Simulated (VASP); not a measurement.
# AlP (F-43m) in VASP: a series of runs

Runs on AlP. Level: PBEsol. Tasks: single point.

Program: VASP 6.6.1. These are calculated values, not measurements. Logs are shortened: lines on timing, memory, paths and dates and some standing lists are left out, and cuts for length are marked.

### 1 The cell of the first run

Symmetry: F-43m, No. 216, cubic system. The conventional cell has a = 4.873 Å, b = 4.873 Å, c = 4.873 Å, α = 90.00°, β = 90.00°, γ = 90.00°. Within 2.8 Å of Al (site symmetry -43m) lie 4 P at 2.11 Å. Within 2.8 Å of P (site symmetry -43m) lie 4 Al at 2.11 Å.

### 2 Single point, PBEsol

Input file INCAR:

```
SYSTEM = AlP
PREC = Accurate
ENCUT = 500
EDIFF = 1E-6
ISMEAR = 0
SIGMA = 0.02
LREAL = .FALSE.
LASPH = .TRUE.
NELM = 120
ALGO = Normal
ISIF = 2
LWAVE = .FALSE.
LCHARG = .FALSE.
GGA = PS
NBANDS = 11
GGA_COMPAT = .FALSE.
```

Input file KPOINTS:

```
regular mesh
0
G
  10 10 10
  0 0 0
```

Input file POSCAR:

```
AlP
1.0
    0.0000000000      2.4366967262      2.4366967262
    2.4366967262      0.0000000000      2.4366967262
    2.4366967262      2.4366967262      0.0000000000
Al P
1 1
Direct
    0.0000000000      0.0000000000      0.0000000000
    0.7500000000      0.7500000000      0.7500000000
```

Potentials or basis: VASP PAW PBE potentials, release 64 (Al, P).

Run with:

```bash
cat potpaw_PBE.64/Al/POTCAR potpaw_PBE.64/P/POTCAR > POTCAR
mpirun -np 1 vasp_std > vasp.out
```

OUTCAR:

```text
SYSTEM = AlP
   PREC = Accurate
   ENCUT = 500
   EDIFF = 1E-6
   ISMEAR = 0
   LREAL = .FALSE.
   LASPH = .TRUE.
   NELM = 120
   ISIF = 2
   GGA = PS

 ion  position               nearest neighbor table
   1  0.000  0.000  0.000-   2 2.11   2 2.11   2 2.11   2 2.11
   2  0.750  0.750  0.750-   1 2.11   1 2.11   1 2.11   1 2.11

  LATTYP: Found a face centered cubic cell.
 ALAT       =     4.8733934524

  Lattice vectors:

 A1 = (   0.0000000000,   2.4366967262,   2.4366967262)
 A2 = (   2.4366967262,   0.0000000000,   2.4366967262)
 A3 = (   2.4366967262,   2.4366967262,   0.0000000000)

Analysis of symmetry for initial positions (statically):
=====================================================================
 Subroutine PRICEL returns:
 Original cell was already a primitive cell.

 Routine SETGRP: Setting up the symmetry group for a
 face centered cubic supercell.

 Subroutine GETGRP returns: Found 24 space group operations
 (whereof 24 operations were pure point group operations)
 out of a pool of 48 trial point group operations.

The static configuration has the point symmetry T_d .

Analysis of symmetry for dynamics (positions and initial velocities):
=====================================================================
 Subroutine PRICEL returns:
 Original cell was already a primitive cell.

 Routine SETGRP: Setting up the symmetry group for a
 face centered cubic supercell.

 Subroutine GETGRP returns: Found 24 space group operations
 (whereof 24 operations were pure point group operations)
 out of a pool of 48 trial point group operations.

The dynamic configuration has the point symmetry T_d .

 Subroutine INISYM returns: Found 24 space group operations
 (whereof 24 operations are pure point group operations),
 and found     1 'primitive' translations

----------------------------------------------------------------------------------------

                                     Primitive cell

  volume of cell :      28.9357

  direct lattice vectors                    reciprocal lattice vectors
     0.000000000  2.436696726  2.436696726    -0.205195827  0.205195827  0.205195827
     2.436696726  0.000000000  2.436696726     0.205195827 -0.205195827  0.205195827
     2.436696726  2.436696726  0.000000000     0.205195827  0.205195827 -0.205195827

  length of vectors
     3.446009558  3.446009558  3.446009558     0.355409598  0.355409598  0.355409598

  position of ions in fractional coordinates (direct lattice)
     0.000000000  0.000000000  0.000000000
     0.750000000  0.750000000  0.750000000

  ion indices of the primitive-cell ions
   primitive index   ion index
                 1           1
                 2           2

----------------------------------------------------------------------------------------

 KPOINTS: regular mesh

Automatic generation of k-mesh.
 Grid dimensions read from file:
 generate k-points for:   10   10   10

 Generating k-lattice:

  Cartesian coordinates                     Fractional coordinates (reciprocal lattice)
    -0.020519583  0.020519583  0.020519583     0.100000000  0.000000000  0.000000000
     0.020519583 -0.020519583  0.020519583     0.000000000  0.100000000  0.000000000
     0.020519583  0.020519583 -0.020519583     0.000000000  0.000000000  0.100000000

  Length of vectors
     0.035540960  0.035540960  0.035540960

  Shift w.r.t. Gamma in fractional coordinates (k-lattice)
     0.000000000  0.000000000  0.000000000

 Subroutine IBZKPT returns following result:
 ===========================================

 Found     47 irreducible k-points:

 Following reciprocal coordinates:
            Coordinates               Weight
  0.000000  0.000000  0.000000      1.000000
  0.100000  0.000000  0.000000      8.000000
  0.200000  0.000000  0.000000      8.000000
  0.300000  0.000000  0.000000      8.000000
  0.400000  0.000000  0.000000      8.000000
  0.500000  0.000000  0.000000      4.000000
[... 16 lines left out ...]
  0.300000  0.300000  0.000000      6.000000
  0.400000  0.300000  0.000000     24.000000
 [... further k-points ...]
   k-points           NKPTS =     47   k-points in BZ     NKDIM =     47   number of bands    NBANDS=     11
   number of dos      NEDOS =    301   number of ions     NIONS =      2
   total plane-waves  NPLWV =  21952
   dimension x,y,z NGX =    28 NGY =   28 NGZ =   28
   dimension x,y,z NGXF=    56 NGYF=   56 NGZF=   56
   ions per type =               1   1
   NGX,Y,Z   is equivalent  to a cutoff of  13.51, 13.51, 13.51 a.u.
   NGXF,Y,Z  is equivalent  to a cutoff of  27.02, 27.02, 27.02 a.u.
 SYSTEM =  AlP
   PREC   = accura    normal or accurate (medium, high low for compatibility)
   ISTART =      0    job   : 0-new  1-cont  2-samecut
   ICHARG =      2    charge: 1-file 2-atom 10-const
   ISPIN  =      1    spin polarized calculation?
   LNONCOLLINEAR =      F non collinear calculations
   LSORBIT =      F    spin-orbit coupling
   LASPH  =      T    aspherical Exc in radial PAW
   ENCUT  =  500.0 eV  36.75 Ry    6.06 a.u.   6.28  6.28  6.28*2*pi/ulx,y,z
   NELM   =    120;   NELMIN=  2; NELMDL= -5     # of ELM steps
   EDIFF  = 0.1E-05   stopping-criterion for ELM
   LREAL  =      F    real-space projection
   EDIFFG = 0.1E-04   stopping-criterion for IOM
   NSW    =      0    number of steps for IOM
   IBRION =     -1    ionic relax: 0-MD 1-quasi-New 2-CG
   NFREE  =      0    steps in history (QN), initial steepest desc. (CG)
   ISIF   =      2    stress and relaxation
   ISYM   =      2    0-nonsym 1-usesym 2-fastsym
   POTIM  = 0.5000    time-step for ionic-motion
   TEBEG  =    0.0;   TEEND  =   0.0 temperature during run
   PSTRESS=    0.0 pullay stress
   NELECT =       8.0000    total number of electrons
   NUPDOWN=      -1.0000    fix difference up-down
   EMIN   =  10.00;   EMAX   =-10.00  energy-range for DOS
   EFERMI =   0.00;   METHOD = LEGACY
   ISMEAR =     0;   SIGMA  =   0.02  broadening in eV -4-tet -1-fermi 0-gaus
   EFERMI_NEDOS =   21; number of points for ismear=-14 and -15
   IALGO  =     38    algorithm
   IMIX   =      4    mixing-type and parameters
     AMIX     =   0.40;   BMIX     =  1.00
     AMIX_MAG =   1.60;   BMIX_MAG =  1.00
  volume/ion in A,a.u.               =      14.47        97.63
  Fermi-wavevector in a.u.,A,eV,Ry     =   1.066498  2.015389 15.475509  1.137418
  Thomas-Fermi vector in A             =   2.202084
   LORBIT       =      0    0 simple, 1 ext, 2 COOP (PROOUT), +10 PAW based schemes
   GGA     = PS    functional components
   LHFCALC =     F    Hartree Fock is set to
   AEXX    =    0.0000 exact exchange contribution
   IVDW    =     0    specifies the selected vdW correction
   LEPSILON=     F    determine dielectric tensor
   LRPA    =     F    only Hartree local field effects (RPA)
 non-spin polarized calculation
 Gauss-broadening in eV      SIGMA  =   0.02
  energy-cutoff  :      500.00
  volume of cell :       28.94
 maximum number of plane-waves:       754
 NGX is ok and might be reduce to    28
   NGX = 13   NGY = 13   NGZ = 13

 number of electron       8.0000000 magnetization

 Free energy of the ion-electron system (eV)
  ---------------------------------------------------
  ext. energy  EPLUGINS =         0.00000000
  ---------------------------------------------------
  free energy    TOTEN  =        -9.30038988 eV

  energy without entropy =       -9.30038988  energy(sigma->0) =       -9.30038988

 E-fermi :   8.3017     XC(G=0): -10.7392

 val. band max:        8.2136908343   @ k =   0.0000   0.0000   0.0000
 cond. band min:       8.7540940940   @ k =   0.5000   0.5000   0.0000
 fundamental gap:      0.5404032597
 Fermi energy:         8.3016953210

 k-point     1 :       0.0000    0.0000    0.0000
  band No.  band energies     occupation
      1      -5.6443      2.00000
      2       8.2137      2.00000
      3       8.2137      2.00000
      4       8.2137      2.00000
      5      13.1489      0.00000
      6      13.1489      0.00000
      7      13.1489      0.00000
      8      14.4379      0.00000
      9      17.3199      0.00000
     10      17.3199      0.00000
     11      21.0082      0.00000

 k-point     2 :       0.1000    0.0000    0.0000
  band No.  band energies     occupation
      1      -5.4857      2.00000
      2       7.2160      2.00000
      3       8.0794      2.00000
      4       8.0794      2.00000
      5      13.1507      0.00000
      6      13.4181      0.00000
      7      13.4181      0.00000
      8      15.2019      0.00000
      9      16.8423      0.00000
     10      16.8423      0.00000
     11      20.8853      0.00000

 k-point     3 :       0.2000    0.0000    0.0000
  band No.  band energies     occupation
      1      -5.0201      2.00000
      2       5.2599      2.00000
      3       7.7874      2.00000
      4       7.7874      2.00000
      5      12.8525      0.00000
      6      13.7723      0.00000
      7      13.7723      0.00000
      8      16.5111      0.00000
      9      16.5111      0.00000
     10      16.7737      0.00000
     11      20.2239      0.00000

 k-point     4 :       0.3000    0.0000    0.0000
  band No.  band energies     occupation
      1      -4.2894      2.00000
      2       3.2470      2.00000
      3       7.5052      2.00000
      4       7.5052      2.00000
      5      12.5129      0.00000
      6      13.4831      0.00000
      7      13.4831      0.00000
      8      17.4833      0.00000
      9      17.4989      0.00000
     10      17.4989      0.00000
     11      20.6954      0.00000

 k-point     5 :       0.4000    0.0000    0.0000
  band No.  band energies     occupation
      1      -3.4335      2.00000
      2       1.5693      2.00000
      3       7.3192      2.00000
      4       7.3192      2.00000
      5      12.2876      0.00000
      6      13.0469      0.00000
      7      13.0469      0.00000
      8      17.2298      0.00000
      9      19.3209      0.00000
     10      19.3209      0.00000
     11      22.3920      0.00000
[... 211 lines left out ...]
 k-point    21 :      -0.3000    0.2000    0.0000
  band No.  band energies     occupation
      1      -3.2383      2.00000
      2       2.4628      2.00000
      3       4.6669      2.00000
      4       7.1177      2.00000
      5      12.0489      0.00000
      6      14.4941      0.00000
      7      14.6980      0.00000
      8      16.6545      0.00000
      9      17.2495      0.00000
     10      21.3370      0.00000
     11      22.8735      0.00000

 k-point    22 :      -0.2000    0.2000    0.0000
  band No.  band energies     occupation
      1      -4.0414      2.00000
      2       3.7983      2.00000
      3       5.1820      2.00000
      4       7.6129      2.00000
      5      12.9452      0.00000
      6      14.3764      0.00000
      7      14.4138      0.00000
      8      15.3056      0.00000
      9      16.0842      0.00000
     10      21.6233      0.00000
     11      22.4922      0.00000

 k-point    23 :       0.3000    0.3000    0.0000
  band No.  band energies     occupation
      1      -3.8224      2.00000
      2       4.1573      2.00000
      3       6.0145      2.00000
      4       6.0145      2.00000
      5      10.2608      0.00000
      6      11.2955      0.00000
      7      17.5728      0.00000
      8      17.5728      0.00000
      9      19.4563      0.00000
     10      20.7151      0.00000
     11      24.7484      0.00000

 k-point    24 :       0.4000    0.3000    0.0000
  band No.  band energies     occupation
      1      -3.1552      2.00000
      2       3.1241      2.00000
      3       5.2824      2.00000
      4       5.7914      2.00000
      5      10.0018      0.00000
      6      11.4196      0.00000
      7      17.7044      0.00000
      8      18.0373      0.00000
      9      20.9255      0.00000
     10      22.2951      0.00000
     11      24.3455      0.00000

 [... further k-points ...]

------------------------ aborting loop because EDIFF is reached ----------------------------------------

  FORCE on cell =-STRESS in cart. coord.  units (eV):
  Direction    XX          YY          ZZ          XY          YZ          ZX
  --------------------------------------------------------------------------------------
  -------------------------------------------------------------------------------------
  Total       10.8686047     10.8686047     10.8686047      0.0000000      0.0000000     -0.0000000
  in kB      601.7968903    601.7968903    601.7968903      0.0000000      0.0000000     -0.0000000
  external PRESSURE =     601.7968903 kB  Pullay stress =       0.0000000 kB

 VOLUME and BASIS-vectors are now :
 -----------------------------------------------------------------------------
  energy-cutoff  :      500.00
  volume of cell :       28.94
      direct lattice vectors                 reciprocal lattice vectors
     0.000000000  2.436696726  2.436696726    -0.205195827  0.205195827  0.205195827
     2.436696726  0.000000000  2.436696726     0.205195827 -0.205195827  0.205195827
     2.436696726  2.436696726  0.000000000     0.205195827  0.205195827 -0.205195827

 POSITION                                       TOTAL-FORCE (eV/Angst)
 -----------------------------------------------------------------------------------
      0.00000      0.00000      0.00000         0.000000     -0.000000     -0.000000
      3.65505      3.65505      3.65505        -0.000000      0.000000      0.000000
 -----------------------------------------------------------------------------------
    total drift:                               -0.000000     -0.000000     -0.000000

  FREE ENERGIE OF THE ION-ELECTRON SYSTEM (eV)
  ---------------------------------------------------
  free  energy   TOTEN  =        -9.3003898816 eV

  energy  without entropy=       -9.3003898816  energy(sigma->0) =       -9.30038988
```

It took 9.7 s on 1 thread of Intel Xeon 6975P-C (Granite Rapids), shared host; peak memory 0.15 GiB.

What came out:

```yaml
Free_energy: -9.3004 eV
Pressure: 60.2 GPa
Band_gap_on_the_k_mesh: 0.54 eV, indirect (least direct gap 3.44 eV)
```

Caveat: the PAW data sets were made with another functional, which shifts forces and pressure a little. As with any semilocal functional, this PBEsol gap is likely too small.

(Continued in part 2 of 2.)
